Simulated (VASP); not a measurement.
Here is a VASP 6.6.1 calculation.

The input POSCAR:

```
Cu
1.0
   -1.4219134432      1.4219134432      1.4219134432
    1.4219134432     -1.4219134432      1.4219134432
    1.4219134432      1.4219134432     -1.4219134432
Cu
1
Direct
    0.0000000000      0.0000000000      0.0000000000
```

Contents of INCAR.step1:

```
SYSTEM = Cu
ALGO = Normal
EDIFF = 1E-4
ENCUT = 600
GGA = PE
ISMEAR = 0
LASPH = .TRUE.
LCHARG = .FALSE.
LREAL = .FALSE.
LWAVE = .TRUE.
NELM = 100
PREC = Accurate
SIGMA = 0.1
```

INCAR.step2

```
SYSTEM = Cu
ALGO = Normal
EDIFF = 1E-7
EDIFFG = -0.01
ENCUT = 600
IBRION = 2
ISIF = 3
ISMEAR = 0
ISTART = 1
LASPH = .TRUE.
LCHARG = .FALSE.
LMIXTAU = .TRUE.
LREAL = .FALSE.
LWAVE = .FALSE.
METAGGA = R2SCAN
NELM = 100
NSW = 100
PREC = Accurate
SIGMA = 0.1
```

KPOINTS

```
k-points
0
G
  28 28 28
  0 0 0
```

Potentials or basis: VASP PAW PBE potentials, release 64 (Cu).

The run is started by

```bash
$ cat potpaw_PBE.64/Cu/POTCAR > POTCAR
$ cp INCAR.step1 INCAR
$ mpirun -np 1 vasp_std > vasp.out
$ cp INCAR.step2 INCAR
$ mpirun -np 1 vasp_std > vasp.out
```

**Question.** What does it give for the space group after relaxing (to 0.05 Å)?

**Answer.** Im-3m (No. 229).

**Question.** Predict the relaxed volume.

**Answer.** 11.53 Å³/atom.

**Question.** What does it give for the relaxed cell?

**Answer.** a = 2.465 Å, b = 2.465 Å, c = 2.465 Å, α = 109.47°, β = 109.47°, γ = 109.47°.

Final structure:
```
Cu
1.0
    -1.42319    1.42319    1.42319
     1.42319   -1.42319    1.42319
     1.42319    1.42319   -1.42319
Cu
1
Direct
  0.00000 0.00000 0.00000
```

Caveat: the PAW data sets were made with another functional, which shifts forces and pressure a little.
